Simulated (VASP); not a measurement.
# Si (Fd-3m) in VASP: further runs

The runs below take Si through electric field gradients, with LDA.

Program: VASP 6.6.1. These are calculated values, not measurements. Logs are shortened: lines on timing, memory, paths and dates and some standing lists are left out, and cuts for length are marked.

### 1 The cell of the first run

It takes space group Fd-3m (No. 227, cubic). The conventional cell has a = 5.431 Å, b = 5.431 Å, c = 5.431 Å, α = 90.00°, β = 90.00°, γ = 90.00°. Si (site symmetry -43m) has 4 Si at 2.35 Å within 3.1 Å.

### 2 Electric field gradients, LDA

Input file INCAR:

```
PREC     = Accurate       # precision mode
ENCUT    = 520            # plane-wave cutoff, eV
EDIFF    = 1E-8           # SCF threshold, eV
ISMEAR   = -1             # smearing method
SIGMA    = 0.08           # smearing width, eV
LREAL    = False          # projectors in reciprocal space
LASPH    = True           # aspherical terms in the spheres
NELM     = 60             # most SCF steps
ALGO     = Normal         # electronic algorithm
ISIF     = 2              # what is computed and relaxed
LWAVE    = False          # write WAVECAR
LCHARG   = False          # write CHGCAR
LEFG     = True         
NBANDS   = 11             # bands
```

Input file KPOINTS:

```
Automatic mesh
0
Gamma
  11 11 11
```

Input file POSCAR:

```
Si
1.0
    0.0000000000      2.7154700000      2.7154700000
    2.7154700000      0.0000000000      2.7154700000
    2.7154700000      2.7154700000      0.0000000000
Si
2
Direct
    0.5000000000      0.5000000000      0.5000000000
    0.7500000000      0.7500000000      0.7500000000
```

Potentials or basis: VASP PAW LDA potentials, release 64 (Si).

The run is started by

```console
> cat potpaw_LDA.64/Si/POTCAR > POTCAR
> mpirun -np 1 vasp_std > vasp.out
```

OUTCAR:

```text
PREC = Accurate
   ENCUT = 520
   EDIFF = 1E-8
   ISMEAR = -1
   LREAL = False
   LASPH = True
   NELM = 60
   ISIF = 2

 ion  position               nearest neighbor table
   1  0.500  0.500  0.500-   2 2.35   2 2.35   2 2.35   2 2.35
   2  0.750  0.750  0.750-   1 2.35   1 2.35   1 2.35   1 2.35

  LATTYP: Found a face centered cubic cell.
 ALAT       =     5.4309400000

  Lattice vectors:

 A1 = (   0.0000000000,   2.7154700000,   2.7154700000)
 A2 = (   2.7154700000,   0.0000000000,   2.7154700000)
 A3 = (   2.7154700000,   2.7154700000,   0.0000000000)

Analysis of symmetry for initial positions (statically):
=====================================================================
 Subroutine PRICEL returns:
 Original cell was already a primitive cell.

 Routine SETGRP: Setting up the symmetry group for a
 face centered cubic supercell.

 Subroutine GETGRP returns: Found 48 space group operations
 (whereof 24 operations were pure point group operations)
 out of a pool of 48 trial point group operations.

The static configuration has the point symmetry T_d .
 The point group associated with its full space group is O_h .

Analysis of symmetry for dynamics (positions and initial velocities):
=====================================================================
 Subroutine PRICEL returns:
 Original cell was already a primitive cell.

 Routine SETGRP: Setting up the symmetry group for a
 face centered cubic supercell.

 Subroutine GETGRP returns: Found 48 space group operations
 (whereof 24 operations were pure point group operations)
 out of a pool of 48 trial point group operations.

The dynamic configuration has the point symmetry T_d .
 The point group associated with its full space group is O_h .

 Subroutine INISYM returns: Found 48 space group operations
 (whereof 24 operations are pure point group operations),
 and found     1 'primitive' translations

----------------------------------------------------------------------------------------

                                     Primitive cell

  volume of cell :      40.0465

  direct lattice vectors                    reciprocal lattice vectors
     0.000000000  2.715470000  2.715470000    -0.184130187  0.184130187  0.184130187
     2.715470000  0.000000000  2.715470000     0.184130187 -0.184130187  0.184130187
     2.715470000  2.715470000  0.000000000     0.184130187  0.184130187 -0.184130187

  length of vectors
     3.840254502  3.840254502  3.840254502     0.318922840  0.318922840  0.318922840

  position of ions in fractional coordinates (direct lattice)
     0.500000000  0.500000000  0.500000000
     0.750000000  0.750000000  0.750000000

  ion indices of the primitive-cell ions
   primitive index   ion index
                 1           1
                 2           2

----------------------------------------------------------------------------------------

 KPOINTS: Automatic mesh

Automatic generation of k-mesh.
 Grid dimensions read from file:
 generate k-points for:   11   11   11

 Generating k-lattice:

  Cartesian coordinates                     Fractional coordinates (reciprocal lattice)
    -0.016739108  0.016739108  0.016739108     0.090909091  0.000000000  0.000000000
     0.016739108 -0.016739108  0.016739108     0.000000000  0.090909091  0.000000000
     0.016739108  0.016739108 -0.016739108     0.000000000  0.000000000  0.090909091

  Length of vectors
     0.028992985  0.028992985  0.028992985

  Shift w.r.t. Gamma in fractional coordinates (k-lattice)
     0.000000000  0.000000000  0.000000000

 Subroutine IBZKPT returns following result:
 ===========================================

 Found     56 irreducible k-points:

 Following reciprocal coordinates:
            Coordinates               Weight
  0.000000  0.000000  0.000000      1.000000
  0.090909  0.000000  0.000000      8.000000
  0.181818  0.000000  0.000000      8.000000
  0.272727  0.000000  0.000000      8.000000
  0.363636  0.000000  0.000000      8.000000
  0.454545  0.000000  0.000000      8.000000
[... 16 lines left out ...]
 -0.272727  0.181818  0.000000     24.000000
 -0.181818  0.181818  0.000000     12.000000
 [... further k-points ...]
   k-points           NKPTS =     56   k-points in BZ     NKDIM =     56   number of bands    NBANDS=     11
   number of dos      NEDOS =    301   number of ions     NIONS =      2
   total plane-waves  NPLWV =  27000
   dimension x,y,z NGX =    30 NGY =   30 NGZ =   30
   dimension x,y,z NGXF=    60 NGYF=   60 NGZF=   60
   ions per type =               2
   NGX,Y,Z   is equivalent  to a cutoff of  12.99, 12.99, 12.99 a.u.
   NGXF,Y,Z  is equivalent  to a cutoff of  25.97, 25.97, 25.97 a.u.
 SYSTEM =  unknown system
   PREC   = accura    normal or accurate (medium, high low for compatibility)
   ISTART =      0    job   : 0-new  1-cont  2-samecut
   ICHARG =      2    charge: 1-file 2-atom 10-const
   ISPIN  =      1    spin polarized calculation?
   LNONCOLLINEAR =      F non collinear calculations
   LSORBIT =      F    spin-orbit coupling
   LASPH  =      T    aspherical Exc in radial PAW
   ENCUT  =  520.0 eV  38.22 Ry    6.18 a.u.   7.14  7.14  7.14*2*pi/ulx,y,z
   NELM   =     60;   NELMIN=  2; NELMDL= -5     # of ELM steps
   EDIFF  = 0.1E-07   stopping-criterion for ELM
   LREAL  =      F    real-space projection
   EDIFFG = 0.1E-06   stopping-criterion for IOM
   NSW    =      0    number of steps for IOM
   IBRION =     -1    ionic relax: 0-MD 1-quasi-New 2-CG
   NFREE  =      0    steps in history (QN), initial steepest desc. (CG)
   ISIF   =      2    stress and relaxation
   ISYM   =      2    0-nonsym 1-usesym 2-fastsym
   POTIM  = 0.5000    time-step for ionic-motion
   TEBEG  =    0.0;   TEEND  =   0.0 temperature during run
   PSTRESS=    0.0 pullay stress
   NELECT =       8.0000    total number of electrons
   NUPDOWN=      -1.0000    fix difference up-down
   EMIN   =  10.00;   EMAX   =-10.00  energy-range for DOS
   EFERMI =   0.00;   METHOD = LEGACY
   ISMEAR =    -1;   SIGMA  =   0.08  broadening in eV -4-tet -1-fermi 0-gaus
   EFERMI_NEDOS =   21; number of points for ismear=-14 and -15
   IALGO  =     38    algorithm
   IMIX   =      4    mixing-type and parameters
     AMIX     =   0.40;   BMIX     =  1.00
     AMIX_MAG =   1.60;   BMIX_MAG =  1.00
  volume/ion in A,a.u.               =      20.02       135.12
  Fermi-wavevector in a.u.,A,eV,Ry     =   0.957010  1.808487 12.461143  0.915868
  Thomas-Fermi vector in A             =   2.085990
   LORBIT       =      0    0 simple, 1 ext, 2 COOP (PROOUT), +10 PAW based schemes
   GGA     = CA    functional components
   LHFCALC =     F    Hartree Fock is set to
   AEXX    =    0.0000 exact exchange contribution
   IVDW    =     0    specifies the selected vdW correction
   LEPSILON=     F    determine dielectric tensor
   LRPA    =     F    only Hartree local field effects (RPA)
 non-spin polarized calculation
  energy-cutoff  :      520.00
  volume of cell :       40.05
 maximum number of plane-waves:      1092
 NGX is ok and might be reduce to    30
   NGX = 15   NGY = 15   NGZ = 15

 number of electron       8.0000000 magnetization

 Free energy of the ion-electron system (eV)
  ---------------------------------------------------
  ext. energy  EPLUGINS =         0.00000000
  ---------------------------------------------------
  free energy    TOTEN  =       -11.91684748 eV

  energy without entropy =      -11.91633661  energy(sigma->0) =      -11.91659204

 E-fermi :   5.9939     XC(G=0):  -9.6053

 val. band max:        5.7679537448   @ k =   0.0000   0.0000   0.0000
 cond. band min:       6.2600439311   @ k =   0.4545   0.4545   0.0000
 fundamental gap:      0.4920901863
 Fermi energy:         5.9938966528

 k-point     1 :       0.0000    0.0000    0.0000
  band No.  band energies     occupation
      1      -6.1882      2.00000
      2       5.7680      1.88795
      3       5.7680      1.88795
      4       5.7680      1.88795
      5       8.2922      0.00000
      6       8.2922      0.00000
      7       8.2922      0.00000
      8       8.9755      0.00000
      9      13.4451      0.00000
     10      13.4957      0.00000
     11      13.4957      0.00000

 k-point     2 :       0.0909    0.0000    0.0000
  band No.  band energies     occupation
      1      -6.0799      2.00000
      2       4.7701      2.00000
      3       5.5996      1.98563
      4       5.5996      1.98563
      5       8.2938      0.00000
      6       8.5393      0.00000
      7       8.5393      0.00000
      8       9.7780      0.00000
      9      13.1714      0.00000
     10      13.1714      0.00000
     11      13.9088      0.00000

 k-point     3 :       0.1818    0.0000    0.0000
  band No.  band energies     occupation
      1      -5.7592      2.00000
      2       3.0862      2.00000
      3       5.2584      1.99980
      4       5.2584      1.99980
      5       7.9672      0.00000
      6       9.0117      0.00000
      7       9.0117      0.00000
      8      11.3551      0.00000
      9      12.8006      0.00000
     10      12.8006      0.00000
     11      14.6716      0.00000

 k-point     4 :       0.2727    0.0000    0.0000
  band No.  band energies     occupation
      1      -5.2422      2.00000
      2       1.4235      2.00000
      3       4.9355      2.00000
      4       4.9355      2.00000
      5       7.6133      0.00000
      6       9.2554      0.00000
      7       9.2554      0.00000
      8      12.8845      0.00000
      9      13.0800      0.00000
     10      13.0800      0.00000
     11      14.4722      0.00000
[... 239 lines left out ...]
 k-point    22 :      -0.3636    0.1818    0.0000
  band No.  band energies     occupation
      1      -3.7696      2.00000
      2      -0.6311      2.00000
      3       2.4996      2.00000
      4       4.2786      2.00000
      5       7.9607      0.00000
      6       9.9900      0.00000
      7      10.1906      0.00000
      8      13.3966      0.00000
      9      13.5167      0.00000
     10      14.3338      0.00000
     11      17.0078      0.00000

 k-point    23 :      -0.2727    0.1818    0.0000
  band No.  band energies     occupation
      1      -4.4456      2.00000
      2       0.4930      2.00000
      3       2.5781      2.00000
      4       4.6681      2.00000
      5       8.3405      0.00000
      6       9.9539      0.00000
      7      10.0391      0.00000
      8      12.0136      0.00000
      9      12.2557      0.00000
     10      15.7362      0.00000
     11      17.5277      0.00000

 k-point    24 :      -0.1818    0.1818    0.0000
  band No.  band energies     occupation
      1      -5.0641      2.00000
      2       1.6888      2.00000
      3       3.0616      2.00000
      4       5.0841      1.99998
      5       8.6856      0.00000
      6       9.4700      0.00000
      7       9.7346      0.00000
      8      11.3361      0.00000
      9      11.8163      0.00000
     10      15.6789      0.00000
     11      16.2100      0.00000

 [... further k-points ...]
[... 5 lines left out ...]
  --------------------------------------------------------------------------------------
  -------------------------------------------------------------------------------------
  Total       -0.3650847     -0.3650847     -0.3650847      0.0000000      0.0000000      0.0000000
  in kB      -14.6062662    -14.6062662    -14.6062662      0.0000000      0.0000000      0.0000000
  external PRESSURE =     -14.6062662 kB  Pullay stress =       0.0000000 kB

 VOLUME and BASIS-vectors are now :
 -----------------------------------------------------------------------------
  energy-cutoff  :      520.00
  volume of cell :       40.05
      direct lattice vectors                 reciprocal lattice vectors
     0.000000000  2.715470000  2.715470000    -0.184130187  0.184130187  0.184130187
     2.715470000  0.000000000  2.715470000     0.184130187 -0.184130187  0.184130187
     2.715470000  2.715470000  0.000000000     0.184130187  0.184130187 -0.184130187

 POSITION                                       TOTAL-FORCE (eV/Angst)
 -----------------------------------------------------------------------------------
      2.71547      2.71547      2.71547         0.000000      0.000000      0.000000
      4.07320      4.07320      4.07320        -0.000000     -0.000000     -0.000000
 -----------------------------------------------------------------------------------
    total drift:                                0.000000     -0.000000     -0.000000

  FREE ENERGIE OF THE ION-ELECTRON SYSTEM (eV)
  ---------------------------------------------------
  free  energy   TOTEN  =       -11.9168474778 eV

  energy  without entropy=      -11.9163366096  energy(sigma->0) =      -11.91659204

 Electric field gradients (V/A^2)
---------------------------------------------------------------------
 ion       V_xx      V_yy      V_zz      V_xy      V_xz      V_yz
---------------------------------------------------------------------
   1       0.000     0.000    -0.000     0.000     0.000     0.000
   2      -0.000     0.000    -0.000     0.000     0.000     0.000
---------------------------------------------------------------------

 Electric field gradients after diagonalization (V/A^2)
 (convention: |V_zz| > |V_xx| > |V_yy|)
----------------------------------------------------------------------
 ion       V_xx      V_yy      V_zz     asymmetry (V_yy - V_xx)/ V_zz
----------------------------------------------------------------------
   1      -0.000    -0.000     0.000       0.000
   2      -0.000    -0.000     0.000       0.000
----------------------------------------------------------------------

           NMR quadrupolar parameters

 Cq : quadrupolar parameter    Cq=e*Q*V_zz/h
 eta: asymmetry parameters     (V_yy - V_xx)/ V_zz
 Q  : nuclear electric quadrupole moment in mb (millibarn)
----------------------------------------------------------------------
 ion       Cq(MHz)       eta       Q (mb)
----------------------------------------------------------------------
   1       0.000       0.000       1.000
   2       0.000       0.000       1.000
----------------------------------------------------------------------
```

Wall time 13 s (1 thread of Intel Xeon Platinum 8559C (Emerald Rapids), shared host); peak memory 0.14 GiB.

Results:

- Free energy: -11.9168 eV
- Pressure: -1.5 GPa
- Band gap on the k mesh: 0.49 eV, indirect (least direct gap 2.52 eV)

Caveat: without QUAD_EFG the Cq values of the log hold for a quadrupole moment of 1 mb, not for the nuclei.

[end of part 1 of 3]
